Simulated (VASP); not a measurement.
Here is a VASP 6.6.1 calculation.

Contents of INCAR:

```
SYSTEM = NbC
PREC = Accurate
ENCUT = 600
EDIFF = 1E-6
ISMEAR = -1
SIGMA = 0.08
LREAL = .FALSE.
LASPH = .TRUE.
NELM = 120
ALGO = Normal
ISIF = 2
LWAVE = .FALSE.
LCHARG = .FALSE.
GGA = PS
NBANDS = 16
GGA_COMPAT = .FALSE.
```

Contents of KPOINTS:

```
Automatic mesh
0
G
  14 14 14
  0 0 0
```

File POSCAR:

```
NbC
1.0
    0.0000000000      2.1560000000      2.2000000000
    2.1560000000      0.0000000000      2.2000000000
    2.1560000000      2.1560000000      0.0000000000
Nb C
1 1
Direct
    0.0000000000      0.0000000000      0.0000000000
    0.5000000000      0.5000000000      0.5000000000
```

Potentials or basis: VASP PAW PBE potentials, release 64 (Nb_sv, C).

Run with:

```bash
$ cat potpaw_PBE.64/Nb_sv/POTCAR potpaw_PBE.64/C/POTCAR > POTCAR
$ mpirun -np 1 vasp_std > vasp.out
```

Question: Predict the pressure.

Answer: 27.5 GPa.

Question: Predict the band gap on the k mesh.

Answer: Zero (an odd number of electrons rules out a gap without spin polarisation).

Stress tensor (GPa, compression positive):
```
32.79  0.00  0.00
 0.00 32.79  0.00
 0.00  0.00 16.86
```

Caveat: the cell differs from its parent crystal (equal xx and yy strain of -2 %); the stress differs along the axes, from 17 to 33 GPa; the PAW data sets were made with another functional, which shifts forces and pressure a little; an odd number of electrons without spin polarisation forces a metal; a magnetic or distorted state may lie lower.
